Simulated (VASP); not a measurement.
Input of a VASP 6.6.1 run:

The input INCAR:

```
SYSTEM = Ho3PRu
PREC = Accurate
ENCUT = 500
EDIFF = 1E-7
ISMEAR = 0
SIGMA = 0.1
LREAL = .FALSE.
LASPH = .TRUE.
NELM = 200
ALGO = Normal
ISIF = 3
LWAVE = .FALSE.
LCHARG = .FALSE.
GGA = PE
IBRION = 2
NSW = 100
EDIFFG = -0.01
GGA_COMPAT = .FALSE.
NELMIN = 4
LMAXMIX = 6
```

File KPOINTS:

```
Automatic mesh
0
G
  8 8 8
  0 0 0
```

Contents of POSCAR:

```
Ho3PRu
1.0
    5.1165521128      0.0000000000      0.0000000000
    0.0000000000      5.1165521128      0.0000000000
    0.0000000000      0.0000000000      5.1165521128
Ho P Ru
3 1 1
Direct
    0.0000000000      0.5000000000      0.5000000000
    0.5000000000      0.0000000000      0.5000000000
    0.5000000000      0.5000000000      0.0000000000
    0.5000000000      0.5000000000      0.5000000000
    0.0000000000      0.0000000000      0.0000000000
```

Potentials or basis: VASP PAW PBE potentials, release 64 (Ho_3, P, Ru_pv), 4f in core.

Command:

```console
$ cat potpaw_PBE.64/Ho_3/POTCAR potpaw_PBE.64/P/POTCAR potpaw_PBE.64/Ru_pv/POTCAR > POTCAR
$ mpirun -np 1 vasp_std > vasp.out
```

**Question.** Predict the band gap on the k mesh.

**Answer.** Zero (bands 23 and 24 overlap by 0.96 eV).

**Question.** Estimate the space group after relaxing (to 0.1 Å).

**Answer.** Pm-3m (No. 221).

Final structure:
```cif
data_structure
_symmetry_space_group_name_H-M 'P 1'
_symmetry_Int_Tables_number 1
_cell_length_a 5.1240
_cell_length_b 5.1240
_cell_length_c 5.1240
_cell_angle_alpha 90.000
_cell_angle_beta 90.000
_cell_angle_gamma 90.000
_cell_volume 134.53
loop_
_atom_site_label
_atom_site_type_symbol
_atom_site_fract_x
_atom_site_fract_y
_atom_site_fract_z
_atom_site_occupancy
Ho1 Ho 0.00000 0.50000 0.50000 1
Ho2 Ho 0.50000 0.00000 0.50000 1
Ho3 Ho 0.50000 0.50000 0.00000 1
P1 P 0.50000 0.50000 0.50000 1
Ru1 Ru 0.00000 0.00000 0.00000 1
```

Caveat: spin-orbit coupling is left out, which moves the levels of the heavy elements; the 4f electrons are frozen in the core, so they carry no moment and show no levels. Spin polarisation is off, so any magnetic state and its effect on volume and gap are missing.
